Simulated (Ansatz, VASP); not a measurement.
One calculation of AgRh, two programs

INCAR

```
SYSTEM = AgRh
ALGO     = Normal         ! electronic algorithm
EDIFF    = 1E-6           ! SCF threshold, eV
ENCUT    = 520            ! plane-wave cutoff, eV
GGA      = PE             ! functional
ISIF     = 2              ! what is computed and relaxed
ISMEAR   = -1             ! smearing method
LASPH    = .TRUE.         ! aspherical terms in the spheres
LCHARG   = .FALSE.        ! write CHGCAR
LREAL    = .FALSE.        ! projectors in reciprocal space
LWAVE    = .FALSE.        ! write WAVECAR
NBANDS   = 20             ! bands
NELM     = 80             ! most SCF steps
PREC     = Accurate       ! precision mode
SIGMA    = 0.05           ! smearing width, eV
```

KPOINTS

```
k-points
0
G
  14 14 7
  0 0 0
```

POSCAR

```
AgRh
1.0
    2.7775881998      0.0000000000      0.0000000000
   -1.3887940999      2.4054619423      0.0000000000
    0.0000000000      0.0000000000      4.8086020000
Ag Rh
1 1
Direct
    0.0000000000      0.0000000000      0.5000000000
    0.6666666667      0.3333333333      0.0000000000
```

Input for Ansatz:

```yaml
crystal:
  lattice:
    - [2.7775881998, 0.0, 0.0]
    - [-1.3887940999, 2.4054619423, 0.0]
    - [0.0, 0.0, 4.808602]
  atoms:
    - { symbol: Ag, position: [0.0, 0.0, 0.5] }
    - { symbol: Rh, position: [0.6666666667, 0.3333333333, 0.0] }
kpoints:
  mp_grid: { grid: [14, 14, 7] }
scf:
  occupations: { method: fermi_dirac, width: 0.05 }
  lower_state_search: "off"
hamiltonian:
  xc: pbe
  pseudopotentials: { kind: paw }
output:
  forces: true
  stress: true
  eigenvalues: true
  populations: true
  dos: { projected: true, de: 0.1, e_range: [-8, 5] }
```

Alike in both runs: task single point; functional PBE; k mesh 14 × 14 × 7; occupations fermi-dirac, width 0.05 eV; no spin polarisation.

|  | VASP | Ansatz |
| --- | --- | --- |
| version | VASP 6.6.1 | Ansatz 0.2.0 |
| potentials or method | VASP PAW PBE potentials, release 64 (Ag, Rh_pv) | PAW with Ansatz's default frozen-core files, scalar-relativistic |
| plane-wave cutoff (eV) | 520 | 420 |
| valence electrons in the cell | 26 | 36 |

```csv
,VASP,Ansatz,Ansatz less VASP
pressure (GPa),-2.4,-2.3,+0.12
"traceless stress, the component that is largest in VASP (GPa)",-0.50,-0.54,-0.037
```

The functional is the same, so the differences come from potentials, cutoffs and numerics. VASP's potentials hold 26 valence electrons a cell and Ansatz's 36, so a difference there can come from the potentials and not from the codes.
